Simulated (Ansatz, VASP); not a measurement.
## C: VASP beside Ansatz

INCAR

```
SYSTEM = C
PREC = Accurate
ENCUT = 600
EDIFF = 1E-6
ISMEAR = 0
SIGMA = 0.1
LREAL = .False.
LASPH = .True.
NELM = 80
ALGO = Normal
ISIF = 3
LWAVE = .False.
LCHARG = .False.
GGA = PE
IBRION = 2
NSW = 80
EDIFFG = -0.01
```

Contents of KPOINTS:

```
Automatic mesh
0
Gamma
  18 18 6
  0 0 0
```

File POSCAR:

```
C
1.0
    1.2280479700     -2.1270618200      0.0000000000
    1.2280479700      2.1270618200      0.0000000000
    0.0000000000      0.0000000000      7.1732677600
C
4
Direct
    0.0833794600      0.9166205400      0.7531376000
    0.5833794600      0.4166205400      0.2468624000
    0.9166205400      0.0833794600      0.2468624000
    0.4166205400      0.5833794600      0.7531376000
```

Input for Ansatz:

```yaml
crystal:
  lattice:
    - [1.22804797, -2.12706182, 0.0]
    - [1.22804797, 2.12706182, 0.0]
    - [0.0, 0.0, 7.17326776]
  atoms:
    - { symbol: C, position: [0.08337946, 0.91662054, 0.7531376] }
    - { symbol: C, position: [0.58337946, 0.41662054, 0.2468624] }
    - { symbol: C, position: [0.91662054, 0.08337946, 0.2468624] }
    - { symbol: C, position: [0.41662054, 0.58337946, 0.7531376] }
basis:
  ecutwfc: 420
kpoints:
  mp_grid: { grid: [18, 18, 6] }
hamiltonian:
  xc: pbe
scf:
  occupations: { method: gaussian, width: 0.1 }
output:
  forces: true
  stress: true
  eigenvalues: true
relax:
  adjacent_minimum: "off"
  f_tol: 0.01
  max_steps: 60
  cell: { stress_tol: 0.05 }
```

Alike in both runs: task relaxation of cell and atoms; functional PBE; k mesh 18 × 18 × 6; occupations gaussian, width 0.1 eV; no spin polarisation.

|  | VASP | Ansatz |
| --- | --- | --- |
| version | VASP 6.6.1 | Ansatz 0.2.0 |
| potentials or method | VASP PAW PBE potentials, release 64 (C), cutoff 600 eV | scalar-relativistic, plane waves, PAW |
| valence electrons in the cell | 16 | 16 |

```tsv
	VASP	Ansatz	Ansatz less VASP
gap on the k mesh at the Fermi level, each at its own relaxed structure (eV)	none	none	-
relaxed volume (Å³/atom)	10.82	11.23	+0.414
relaxed cell length with the largest relative difference (Å)	8.208	8.529	+0.3203
```

A gap of «none» marks a metal or a gap that the smearing closes.

Noted on VASP's run: the volume moved by over 15 % at a fixed basis, so the end points are rough.
